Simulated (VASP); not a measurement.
Input of a VASP 6.6.1 run:

Contents of POSCAR:

```
GaN
1.0
    5.2303800000      0.0000000000      0.0000000000
   -2.6151900000      4.5296400000      0.0000000000
    0.0000000000      0.0000000000      3.3901000000
Ga N
1 1
Direct
    0.0000000000      0.0000000000      0.5000000000
    0.0000000000      0.0000000000      0.0000000000
```

The input INCAR.step1:

```
SYSTEM = GaN
ALGO = Normal ; EDIFF = 1E-5
ENCUT = 520 ; GGA = PE
ISIF = 2 ; ISMEAR = -1
LASPH = .True. ; LCHARG = .False.
LREAL = .False. ; LWAVE = .True.
NBANDS = 16 ; NELM = 100
PREC = Accurate ; SIGMA = 0.05
```

INCAR.step2

```
SYSTEM = GaN
ALGO = Normal ; EDIFF = 1E-6
ENCUT = 520 ; GGA = PE
HFSCREEN = 0.2079 ; ISIF = 2
ISMEAR = -1 ; ISTART = 1
LASPH = .True. ; LCHARG = .False.
LHFCALC = .True. ; LREAL = .False.
LWAVE = .False. ; NBANDS = 16
NELM = 100 ; PREC = Accurate
PRECFOCK = Normal ; SIGMA = 0.05
```

Contents of KPOINTS:

```
k-points
0
Gamma
  3 3 4
  0 0 0
```

Potentials or basis: VASP PAW PBE potentials, release 64 (Ga_d, N).

Command:

```bash
$ cat potpaw_PBE.64/Ga_d/POTCAR potpaw_PBE.64/N/POTCAR > POTCAR
$ cp INCAR.step1 INCAR
$ mpirun -np 1 vasp_std > vasp.out
$ cp INCAR.step2 INCAR
$ mpirun -np 1 vasp_std > vasp.out
```

(1) What does it give for the pressure?

(2) Predict the band gap on the k mesh.

Results:

(1) -1.3 GPa.

(2) 2.35 eV, indirect (least direct gap 4.15 eV).

Caveat: the k points lie up to 0.46 Å⁻¹ apart; the PAW data sets were made with another functional, which shifts forces and pressure a little.
